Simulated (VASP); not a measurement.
Input of a VASP 6.6.1 run:

INCAR

```
SYSTEM = Ag
  ALGO = Normal
  EDIFF = 1E-7
  EDIFFG = -0.01
  ENCUT = 600
  GGA = PS
  IBRION = 2
  ISIF = 3
  ISMEAR = -1
  LASPH = .True.
  LCHARG = .False.
  LREAL = .False.
  LWAVE = .False.
  NELM = 80
  NSW = 80
  PREC = Accurate
  PSTRESS = 300.0
  SIGMA = 0.05
```

KPOINTS

```
k-points
0
Gamma
  11 11 11
  0 0 0
```

Contents of POSCAR:

```
Ag
1.0
   -1.6556540000      1.6556540000      1.6556540000
    1.6556540000     -1.6556540000      1.6556540000
    1.6556540000      1.6556540000     -1.6556540000
Ag
1
Direct
    0.0000000000      0.0000000000      0.0000000000
```

Potentials or basis: VASP PAW PBE potentials, release 64 (Ag).

Launch:

```sh
$ cat potpaw_PBE.64/Ag/POTCAR > POTCAR
$ mpirun -np 1 vasp_std > vasp.out
```

(1) What does it give for the space group after relaxing (to 0.05 Å)?

(2) Predict the relaxed volume.

(3) Estimate the relaxed cell.

## Answers

(1) Im-3m (No. 229).

(2) 14.22 Å³/atom.

(3) a = 2.644 Å, b = 2.644 Å, c = 2.644 Å, α = 109.47°, β = 109.47°, γ = 109.47°.

Caveat: the cell is relaxed towards a set pressure, so the enthalpy falls and the energy may rise; the volume moved by over 15 % at a fixed basis, so the end points are rough; the PAW data sets were made with another functional, which shifts forces and pressure a little.
